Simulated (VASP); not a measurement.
## Cr: single point with PBE

Crystal: Cr.

```
CELL_PARAMETERS angstrom
2.90245 0.00000 0.00000
0.00000 2.90245 0.00000
0.00000 0.00000 2.90442
ATOMIC_POSITIONS crystal
Cr 0.00000 0.00000 0.00000
Cr 0.50000 0.50000 0.50000
```

```
Program             : VASP 6.6.1
Task                : single point
Functional          : PBE
Potentials or basis : VASP PAW PBE potentials, release 64 (Cr_pv)
Cutoff              : 500 eV
k mesh              : 12 × 12 × 12
Occupations         : fermi-dirac, width 0.05 eV
Spin                : collinear spin, antiferromagnetic start
Starting moments    : [1.011, -1.011] μB
```

```
Pressure                                              : -6.3 GPa
Band gap on the k mesh                                : zero (filled and empty bands overlap)
Net moment                                            : 0.00 μB per cell
Site moments                                          : Cr +1.38, -1.38 μB
Valence electrons inside the program's atomic spheres : Cr 10.94
```

Stress tensor (GPa, compression positive):
```
-6.19  0.00  0.00
 0.00 -6.19  0.00
 0.00  0.00 -6.43
```

Levels at points of the mesh, in eV from the Fermi level:
Spin up:
```tsv
k point	band 9	band 10	band 11	band 12	band 13	band 14	band 15	band 16
(0.00, 0.00, 0.00)	-3.93	-0.86	-0.86	-0.85	1.25	1.25	2.57	2.57
(0.50, 0.00, 0.00)	-2.01	-1.05	-0.88	-0.87	0.07	0.38	0.38	1.49
(0.50, 0.50, 0.00)	-2.24	-2.24	0.94	1.01	1.01	1.05	1.39	2.09
(0.00, 0.00, 0.50)	-2.01	-1.05	-0.87	-0.87	0.07	0.38	0.38	1.49
(0.50, 0.00, 0.50)	-2.23	-2.23	0.94	1.00	1.00	1.05	1.38	2.09
(0.50, 0.50, 0.50)	-2.53	-1.68	-1.67	-1.67	0.99	1.00	2.15	2.15
```
Spin down:
```
           k point  band 8  band 9  band 10  band 11  band 12  band 13  band 14  band 15  band 16  band 17
(0.00, 0.00, 0.00)   -3.93   -3.93    -0.86    -0.86    -0.85     1.25     1.25     2.57     2.57     2.57
(0.50, 0.00, 0.00)   -3.65   -2.01    -1.05    -0.88    -0.87     0.07     0.38     0.38     1.49     1.97
(0.50, 0.50, 0.00)   -4.04   -2.24    -2.24     0.94     1.01     1.01     1.05     1.39     2.09     2.87
(0.00, 0.00, 0.50)   -3.65   -2.01    -1.05    -0.87    -0.87     0.07     0.38     0.38     1.49     1.97
(0.50, 0.00, 0.50)   -4.04   -2.23    -2.23     0.94     1.00     1.00     1.05     1.38     2.09     2.87
(0.50, 0.50, 0.50)   -2.53   -2.53    -1.68    -1.67    -1.67     0.99     1.00     2.15     2.15     6.35
```

Run time: 6.5 min on 1 thread of Oxide Virtual Turin-like Processor, with other jobs on the host, peak memory 0.22 GiB.

Caveat: the cell stands under tension; the antiferromagnetic order is the one typed at the start, and another may lie lower.
